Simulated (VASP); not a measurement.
Input of a VASP 6.6.1 run:

File INCAR:

```
SYSTEM = NbB2
  PREC = Accurate
  ENCUT = 520
  EDIFF = 1E-6
  ISMEAR = 0
  SIGMA = 0.1
  LREAL = .FALSE.
  LASPH = .TRUE.
  NELM = 100
  ALGO = Normal
  ISIF = 2
  LWAVE = .FALSE.
  LCHARG = .TRUE.
  GGA = PS
  LELF = .TRUE.
  LVHAR = .TRUE.
  NBANDS = 16
```

File KPOINTS:

```
regular mesh
0
G
  18 18 12
  0 0 0
```

Contents of POSCAR:

```
NbB2
1.0
    3.0680483369      0.0000000000      0.0000000000
   -1.5340241685      2.6570077998      0.0000000000
    0.0000000000      0.0000000000      3.2476322853
Nb B
1 2
Direct
    0.0000000000      0.0000000000      0.0000000000
    0.3333333333      0.6666666667      0.5000000000
    0.6666666667      0.3333333333      0.5000000000
```

Potentials or basis: VASP PAW PBE potentials, release 64 (Nb_sv, B).

Run with:

```console
$ cat potpaw_PBE.64/Nb_sv/POTCAR potpaw_PBE.64/B/POTCAR > POTCAR
$ mpirun -np 1 vasp_std > vasp.out
```

Problem. Predict the pressure.

Solution. 9.6 GPa.

Stress tensor (GPa, compression positive):
```
9.67 0.00 0.00
0.00 9.67 0.00
0.00 0.00 9.35
```

Caveat: the PAW data sets were made with another functional, which shifts forces and pressure a little.
